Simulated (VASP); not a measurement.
# SrTiO3 (C2/m) in VASP: notebook

Runs on SrTiO3. Level: PBE. Tasks: single point.

All numbers are computed with VASP 6.6.1; they aren't measurements. Logs are shortened: lines on timing, memory, paths and dates and some standing lists are left out, and cuts for length are marked.

## (1) The cell of the first run

It takes space group C2/m (No. 12, monoclinic). Conventional cell: a = 7.973 Å, b = 7.882 Å, c = 5.590 Å, α = 90.00°, β = 134.41°, γ = 90.00°. Sr (site symmetry m) has 12 O at 2.68 to 2.98 Å and 8 Ti at 3.42 to 3.46 Å within 3.5 Å. Ti (site symmetry -1) has 6 O at 1.98 to 2.00 Å within 2.6 Å. Within 2.6 Å of O (site symmetry 2) lie 2 Ti at 1.99 Å. Within 3.0 Å of O (site symmetry m) lie 2 Ti at 1.98 Å and 4 Sr at 2.68 to 2.98 Å and 8 O at 2.81 to 2.82 Å. Within 3.0 Å of O (site symmetry 2) lie 2 Ti at 2.00 Å and 4 Sr at 2.68 to 2.93 Å and 8 O at 2.80 to 2.85 Å.

## (2) Single point, PBE

INCAR reads:

```
SYSTEM = SrTiO3
ALGO = Normal
EDIFF = 1E-6
ENCUT = 520
GGA = PE
ISIF = 2
ISMEAR = 0
LASPH = .TRUE.
LCHARG = .FALSE.
LREAL = .FALSE.
LWAVE = .FALSE.
NBANDS = 51
NELM = 80
PREC = Accurate
SIGMA = 0.05
```

KPOINTS reads:

```
k-points
0
G
  8 8 8
  0 0 0
```

POSCAR reads:

```
SrTiO3
1.0
   -2.7606369467      2.8131284212      3.9861946828
    2.8131284212     -2.7606369467      3.9861946828
    2.7975787314      2.7975787314     -3.9492528981
Sr Ti O
2 2 6
Direct
    0.7500000000      0.2500000000      0.5000000000
    0.2500000000      0.7500000000      0.5000000000
    0.0000000000      0.0000000000      0.0000000000
    0.5000000000      0.5000000000      0.0000000000
    0.2500000000      0.2500000000      0.0000000000
    0.7500000000      0.7500000000      0.0000000000
    0.7280787197      0.2280787197      0.9561574394
    0.2280787197      0.2719212803      0.5000000000
    0.2719212803      0.7719212803      0.0438425606
    0.7719212803      0.7280787197      0.5000000000
```

Potentials or basis: VASP PAW PBE potentials, release 64 (Sr_sv, Ti_sv, O).

Run with:

```console
> cat potpaw_PBE.64/Sr_sv/POTCAR potpaw_PBE.64/Ti_sv/POTCAR potpaw_PBE.64/O/POTCAR > POTCAR
> mpirun -np 1 vasp_std > vasp.out
```

OUTCAR:

```text
SYSTEM = SrTiO3
   EDIFF = 1E-6
   ENCUT = 520
   GGA = PE
   ISIF = 2
   ISMEAR = 0
   LASPH = .TRUE.
   LREAL = .FALSE.
   NELM = 80
   PREC = Accurate

 ion  position               nearest neighbor table
   1  0.750  0.250  0.500-   7 2.68   8 2.68  10 2.68   9 2.73   5 2.81   6 2.81   6 2.81   5 2.81
                             7 2.92   8 2.93  10 2.93   9 2.98   4 3.42   3 3.42   4 3.42   3 3.42
   2  0.250  0.750  0.500-   9 2.68   8 2.68  10 2.68   7 2.73   5 2.81   6 2.81   5 2.81   6 2.81
                             9 2.92   8 2.93  10 2.93   7 2.98   4 3.42   3 3.42   4 3.42   3 3.42
   3  0.000  0.000  0.000-   7 1.98   9 1.98   5 1.99   6 1.99   8 2.00  10 2.00   1 3.42   1 3.42
                             2 3.42   2 3.42   1 3.46   2 3.46   1 3.46   2 3.46
   4  0.500  0.500  0.000-   7 1.98   9 1.98   5 1.99   6 1.99  10 2.00   8 2.00   1 3.42   1 3.42
                             2 3.42   2 3.42   2 3.46   1 3.46   2 3.46   1 3.46
   5  0.250  0.250  0.000-   3 1.99   4 1.99   1 2.81   2 2.81   2 2.81   1 2.81
   6  0.750  0.750  0.000-   3 1.99   4 1.99   1 2.81   2 2.81   1 2.81   2 2.81
   7  0.728  0.228  0.956-   3 1.98   4 1.98   1 2.68   2 2.73   1 2.92   2 2.98
   8  0.228  0.272  0.500-   4 2.00   3 2.00   1 2.68   2 2.68   1 2.93   2 2.93
   9  0.272  0.772  0.044-   3 1.98   4 1.98   2 2.68   1 2.73   2 2.92   1 2.98
  10  0.772  0.728  0.500-   3 2.00   4 2.00   1 2.68   2 2.68   1 2.93   2 2.93

  LATTYP: Found a base centered monoclinic cell.
 ALAT       =     7.9727349703
 B/A-ratio  =     0.9886813755
 C/A-ratio  =     0.7011551901
 COS(beta)  =    -0.6998491529

  Lattice vectors:

 A1 = (  -2.7606369467,   2.8131284212,   3.9861946828)
 A2 = (   2.8131284212,  -2.7606369467,   3.9861946828)
 A3 = (   2.7975787314,   2.7975787314,  -3.9492528981)

Analysis of symmetry for initial positions (statically):
=====================================================================
 Subroutine PRICEL returns:
 Original cell was already a primitive cell.

 Routine SETGRP: Setting up the symmetry group for a
 base centered monoclinic supercell.

 Subroutine GETGRP returns: Found  4 space group operations
 (whereof  2 operations were pure point group operations)
 out of a pool of  4 trial point group operations.

The static configuration has the point symmetry S_2 .
 The point group associated with its full space group is C_2h.

Analysis of symmetry for dynamics (positions and initial velocities):
=====================================================================
 Subroutine PRICEL returns:
 Original cell was already a primitive cell.

 Routine SETGRP: Setting up the symmetry group for a
 base centered monoclinic supercell.

 Subroutine GETGRP returns: Found  4 space group operations
 (whereof  2 operations were pure point group operations)
 out of a pool of  4 trial point group operations.

The dynamic configuration has the point symmetry S_2 .
 The point group associated with its full space group is C_2h.

 Subroutine INISYM returns: Found  4 space group operations
 (whereof  2 operations are pure point group operations),
 and found     1 'primitive' translations

----------------------------------------------------------------------------------------

                                     Primitive cell

  volume of cell :     125.4693

  direct lattice vectors                    reciprocal lattice vectors
    -2.760636947  2.813128421  3.986194683    -0.001986462  0.177425468  0.124277792
     2.813128421 -2.760636947  3.986194683     0.177425468 -0.001986462  0.124277792
     2.797578731  2.797578731 -3.949252898     0.177080083  0.177080083 -0.002331847

  length of vectors
     5.605760958  5.605760958  5.590124504     0.216630358  0.216630358  0.250439911

  position of ions in fractional coordinates (direct lattice)
     0.750000000  0.250000000  0.500000000
     0.250000000  0.750000000  0.500000000
     0.000000000  0.000000000  0.000000000
     0.500000000  0.500000000  1.000000000
     0.250000000  0.250000000  1.000000000
     0.750000000  0.750000000  1.000000000
     0.728078720  0.228078720  0.956157439
     0.228078720  0.271921280  0.500000000
     0.271921280  0.771921280  0.043842561
     0.771921280  0.728078720  0.500000000

  ion indices of the primitive-cell ions
   primitive index   ion index
                 1           1
                 2           2
                 3           3
                 4           4
                 5           5
                 6           6
                 7           7
                 8           8
                 9           9
                10          10

----------------------------------------------------------------------------------------

 KPOINTS: k-points

Automatic generation of k-mesh.
 Grid dimensions read from file:
 generate k-points for:    8    8    8

 Generating k-lattice:

  Cartesian coordinates                     Fractional coordinates (reciprocal lattice)
    -0.000248308  0.022178183  0.015534724     0.125000000  0.000000000  0.000000000
     0.022178183 -0.000248308  0.015534724     0.000000000  0.125000000  0.000000000
     0.022135010  0.022135010 -0.000291481    -0.000000000 -0.000000000  0.125000000

  Length of vectors
     0.027078795  0.027078795  0.031304989

  Shift w.r.t. Gamma in fractional coordinates (k-lattice)
     0.000000000  0.000000000  0.000000000

 Subroutine IBZKPT returns following result:
 ===========================================

 Found    150 irreducible k-points:

 Following reciprocal coordinates:
            Coordinates               Weight
  0.000000  0.000000  0.000000      1.000000
  0.125000  0.000000 -0.000000      4.000000
  0.250000  0.000000 -0.000000      4.000000
  0.375000 -0.000000 -0.000000      4.000000
  0.500000  0.000000 -0.000000      2.000000
  0.125000  0.125000 -0.000000      2.000000
[... 16 lines left out ...]
  0.125000  0.000000  0.125000      4.000000
  0.250000  0.000000  0.125000      4.000000
 [... further k-points ...]
   k-points           NKPTS =    150   k-points in BZ     NKDIM =    150   number of bands    NBANDS=     51
   number of dos      NEDOS =    301   number of ions     NIONS =     10
   total plane-waves  NPLWV =  74088
   dimension x,y,z NGX =    42 NGY =   42 NGZ =   42
   dimension x,y,z NGXF=    84 NGYF=   84 NGZF=   84
   ions per type =               2   2   6
   NGX,Y,Z   is equivalent  to a cutoff of  12.46, 12.46, 12.49 a.u.
   NGXF,Y,Z  is equivalent  to a cutoff of  24.91, 24.91, 24.98 a.u.
 SYSTEM =  SrTiO3
   PREC   = accura    normal or accurate (medium, high low for compatibility)
   ISTART =      0    job   : 0-new  1-cont  2-samecut
   ICHARG =      2    charge: 1-file 2-atom 10-const
   ISPIN  =      1    spin polarized calculation?
   LNONCOLLINEAR =      F non collinear calculations
   LSORBIT =      F    spin-orbit coupling
   LASPH  =      T    aspherical Exc in radial PAW
   ENCUT  =  520.0 eV  38.22 Ry    6.18 a.u.  10.42 10.42 10.39*2*pi/ulx,y,z
   NELM   =     80;   NELMIN=  2; NELMDL= -5     # of ELM steps
   EDIFF  = 0.1E-05   stopping-criterion for ELM
   LREAL  =      F    real-space projection
   EDIFFG = 0.1E-04   stopping-criterion for IOM
   NSW    =      0    number of steps for IOM
   IBRION =     -1    ionic relax: 0-MD 1-quasi-New 2-CG
   NFREE  =      0    steps in history (QN), initial steepest desc. (CG)
   ISIF   =      2    stress and relaxation
   ISYM   =      2    0-nonsym 1-usesym 2-fastsym
   POTIM  = 0.5000    time-step for ionic-motion
   TEBEG  =    0.0;   TEEND  =   0.0 temperature during run
   PSTRESS=    0.0 pullay stress
   NELECT =      80.0000    total number of electrons
   NUPDOWN=      -1.0000    fix difference up-down
   EMIN   =  10.00;   EMAX   =-10.00  energy-range for DOS
   EFERMI =   0.00;   METHOD = LEGACY
   ISMEAR =     0;   SIGMA  =   0.05  broadening in eV -4-tet -1-fermi 0-gaus
   EFERMI_NEDOS =   21; number of points for ismear=-14 and -15
   IALGO  =     38    algorithm
   IMIX   =      4    mixing-type and parameters
     AMIX     =   0.40;   BMIX     =  1.00
     AMIX_MAG =   1.60;   BMIX_MAG =  1.00
  volume/ion in A,a.u.               =      12.55        84.67
  Fermi-wavevector in a.u.,A,eV,Ry     =   1.409048  2.662714 27.013214  1.985415
  Thomas-Fermi vector in A             =   2.531143
   LORBIT       =      0    0 simple, 1 ext, 2 COOP (PROOUT), +10 PAW based schemes
   GGA     = PE    functional components
   LHFCALC =     F    Hartree Fock is set to
   AEXX    =    0.0000 exact exchange contribution
   IVDW    =     0    specifies the selected vdW correction
   LEPSILON=     F    determine dielectric tensor
   LRPA    =     F    only Hartree local field effects (RPA)
 non-spin polarized calculation
 Gauss-broadening in eV      SIGMA  =   0.05
  energy-cutoff  :      520.00
  volume of cell :      125.47
 maximum number of plane-waves:      3400
 NGX is ok and might be reduce to    42
   NGX = 21   NGY = 21   NGZ = 21

 number of electron      80.0000027 magnetization

 Free energy of the ion-electron system (eV)
  ---------------------------------------------------
  ext. energy  EPLUGINS =         0.00000000
  ---------------------------------------------------
  free energy    TOTEN  =       -80.15465021 eV

  energy without entropy =      -80.15465021  energy(sigma->0) =      -80.15465021

 E-fermi :   3.9656     XC(G=0): -10.9981

 val. band max:        3.6686351163   @ k =   0.0000   0.0000   0.1250
 cond. band min:       5.4736194290   @ k =   0.0000   0.0000   0.0000
 fundamental gap:      1.8049843127
 Fermi energy:         3.9655729171

 k-point     1 :       0.0000    0.0000    0.0000
  band No.  band energies     occupation
      1     -52.9842      2.00000
      2     -52.9808      2.00000
      3     -29.2521      2.00000
      4     -29.2493      2.00000
      5     -29.2328      2.00000
      6     -29.2026      2.00000
[... 43 lines left out ...]
     50       9.3348      0.00000
     51       9.6216      0.00000
[... 1240 lines left out ...]
     50      10.2707      0.00000
     51      10.5248      0.00000

 [... further k-points ...]

------------------------ aborting loop because EDIFF is reached ----------------------------------------

  FORCE on cell =-STRESS in cart. coord.  units (eV):
  Direction    XX          YY          ZZ          XY          YZ          ZX
  --------------------------------------------------------------------------------------
  -------------------------------------------------------------------------------------
  Total       -3.2197031     -3.2197031     -3.3045926     -0.9853417     -1.1013670     -1.1013671
  in kB      -41.1139246    -41.1139246    -42.1979188    -12.5822984    -14.0638812    -14.0638820
  external PRESSURE =     -41.4752560 kB  Pullay stress =       0.0000000 kB

 VOLUME and BASIS-vectors are now :
 -----------------------------------------------------------------------------
  energy-cutoff  :      520.00
  volume of cell :      125.47
      direct lattice vectors                 reciprocal lattice vectors
    -2.760636947  2.813128421  3.986194683    -0.001986462  0.177425468  0.124277792
     2.813128421 -2.760636947  3.986194683     0.177425468 -0.001986462  0.124277792
     2.797578731  2.797578731 -3.949252898     0.177080083  0.177080083 -0.002331847

 POSITION                                       TOTAL-FORCE (eV/Angst)
 -----------------------------------------------------------------------------------
      0.03159      2.81848      2.01157        -0.018596     -0.018596     -0.012596
      2.81848      0.03159      2.01157         0.018596      0.018596      0.012596
      0.00000      0.00000      0.00000        -0.000000     -0.000000     -0.000000
      0.02625      0.02625      3.98619        -0.000000     -0.000000     -0.000000
      0.01312      0.01312      1.99310         0.001815     -0.001815     -0.000000
      0.03937      0.03937      5.97929        -0.001815      0.001815     -0.000000
      1.30658      4.09346      0.03532         0.013434      0.013434     -0.013905
      1.53410      1.28973      0.01847        -0.016027      0.016027     -0.000000
      1.54349     -1.24339      3.98781        -0.013434     -0.013434      0.013905
      1.31597      1.56034      4.00467         0.016027     -0.016027     -0.000000
 -----------------------------------------------------------------------------------
    total drift:                               -0.000000      0.000000      0.000000

  FREE ENERGIE OF THE ION-ELECTRON SYSTEM (eV)
  ---------------------------------------------------
  free  energy   TOTEN  =       -80.1546502140 eV

  energy  without entropy=      -80.1546502140  energy(sigma->0) =      -80.15465021
```

Wall time 15 min (1 thread of Intel Xeon 6975P-C (Granite Rapids), shared host); peak memory 0.81 GiB.

What came out:

```yaml
Free_energy: -80.1547 eV
Pressure: -4.1 GPa
Largest_force: 0.029 eV/Å
Band_gap_on_the_k_mesh: 1.80 eV
```

Forces in eV/Å, atoms in the order of the input:
```
Sr  -0.019 -0.019 -0.013
Sr   0.019  0.019  0.013
Ti   0.000  0.000  0.000
Ti   0.000  0.000  0.000
O    0.002 -0.002  0.000
O   -0.002  0.002  0.000
O    0.013  0.013 -0.014
O   -0.016  0.016  0.000
O   -0.013 -0.013  0.014
O    0.016 -0.016  0.000
```

Caveat: the cell stands under tension. A k mesh can miss the band edges.

## (3) Single point, PBE

This run uses another cell than the first one, of 11.46 Å³/atom.

INCAR reads:

```
SYSTEM = SrTiO3
ALGO     = Normal         ! electronic algorithm
EDIFF    = 1E-6           ! SCF threshold, eV
ENCUT    = 520            ! plane-wave cutoff, eV
GGA      = PE             ! functional
ISIF     = 2              ! what is computed and relaxed
ISMEAR   = 0              ! smearing method
LASPH    = .TRUE.         ! aspherical terms in the spheres
LCHARG   = .TRUE.         ! write CHGCAR
LELF     = .TRUE.         ! ELF
LREAL    = .FALSE.        ! projectors in reciprocal space
LVHAR    = .TRUE.       
LWAVE    = .FALSE.        ! write WAVECAR
NBANDS   = 51             ! bands
NELM     = 100            ! most SCF steps
PREC     = Accurate       ! precision mode
SIGMA    = 0.05           ! smearing width, eV
```

KPOINTS is that of step 2.

POSCAR, as its differences from that of step 2:

```diff
@@ -2,5 +2,5 @@
 1.0
-   -2.7606369467      2.8131284212      3.9861946828
-    2.8131284212     -2.7606369467      3.9861946828
-    2.7975787314      2.7975787314     -3.9492528981
+   -2.6773096127      2.7298010872      3.8677928605
+    2.7298010872     -2.6773096127      3.8677928605
+    2.7142513974      2.7142513974     -3.8308510758
 Sr Ti O
```

Potentials or basis: VASP PAW PBE potentials, release 64 (Sr_sv, Ti_sv, O).

Run with:

```console
> cat potpaw_PBE.64/Sr_sv/POTCAR potpaw_PBE.64/Ti_sv/POTCAR potpaw_PBE.64/O/POTCAR > POTCAR
> mpirun -np 1 vasp_std > vasp.out
```

Run time: 14 min. Hardware: 1 thread of Oxide Virtual Turin-like, shared host; peak memory 0.73 GiB.

It converged, with:

* Free energy: -79.8977 eV
* Pressure: 12.6 GPa
* Largest force: 0.054 eV/Å
* Band gap on the k mesh: 1.98 eV

Forces in eV/Å, atoms in the order of the input:
```
Sr  -0.028 -0.028 -0.024
Sr   0.028  0.028  0.024
Ti   0.000  0.000  0.000
Ti   0.000  0.000  0.000
O    0.003 -0.003  0.000
O   -0.003  0.003  0.000
O   -0.033 -0.033 -0.028
O    0.015 -0.015  0.000
O    0.033  0.033  0.028
O   -0.015  0.015  0.000
```

Stress tensor (GPa, compression positive):
```
12.57 -1.92 -1.68
-1.92 12.57 -1.68
-1.68 -1.68 12.71
```

Levels at points of the mesh, in eV from the valence-band top:
| k point | band 36 | band 37 | band 38 | band 39 | band 40 | band 41 | band 42 | band 43 | band 44 | band 45 |
| --- | --- | --- | --- | --- | --- | --- | --- | --- | --- | --- |
| (0.00, 0.00, 0.00) | -0.28 | -0.24 | -0.14 | -0.03 | 0.00 | 1.98 | 1.99 | 2.05 | 4.34 | 4.61 |
| (0.50, 0.00, 0.00) | -0.96 | -0.78 | -0.76 | -0.60 | -0.60 | 3.52 | 3.55 | 3.56 | 3.59 | 3.61 |
| (0.50, 0.50, 0.00) | -1.59 | -1.48 | -0.78 | -0.60 | -0.09 | 2.15 | 3.88 | 4.00 | 4.00 | 4.03 |
| (0.00, 0.00, 0.50) | -1.50 | -1.43 | -0.67 | -0.67 | -0.05 | 2.16 | 3.89 | 3.90 | 3.99 | 3.99 |
| (0.50, 0.00, 0.50) | -1.00 | -0.87 | -0.81 | -0.64 | -0.61 | 3.52 | 3.54 | 3.55 | 3.60 | 3.62 |
| (0.50, 0.50, 0.50) | -1.52 | -1.51 | -0.64 | -0.64 | -0.09 | 2.19 | 3.86 | 3.91 | 4.06 | 4.13 |

Caveat: the cell stands under pressure.
